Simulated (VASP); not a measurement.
KBe18, 19 atoms in the cell. The cell holds a slab with vacuum, 19 atoms: a = 4.580 Å, b = 6.870 Å, c = 15.588 Å, α = 90.00°, β = 90.00°, γ = 60.00°. 

- Program: VASP 6.6.1
- Task: single point
- Functional: LDA
- Potentials or basis: VASP PAW LDA potentials, release 64 (Be, K_sv)
- Cutoff: 520 eV
- k mesh: 4 × 3 × 1
- Occupations: fermi-dirac, width 0.05 eV
- Spin: no spin polarisation
- Dipole correction: no
- Further INCAR settings: LREAL = Auto; ALGO = Normal; EDIFF = 1e-06; NBANDS = 38

Potentials or basis: VASP PAW LDA potentials, release 64 (Be, K_sv).

Launch:

```bash
$ cat potpaw_LDA.64/Be/POTCAR potpaw_LDA.64/K_sv/POTCAR > POTCAR
$ mpirun -np 1 vasp_std > vasp.out
```

Hardware: 1 thread of Intel Xeon 8259CL, on a shared host.

Q: How long does it take, and how much memory?

A: Wall time 7 min on 1 thread of Intel Xeon 8259CL, on a shared host, peak memory 0.4 GiB. Counts: scf iterations 22, k points 7.
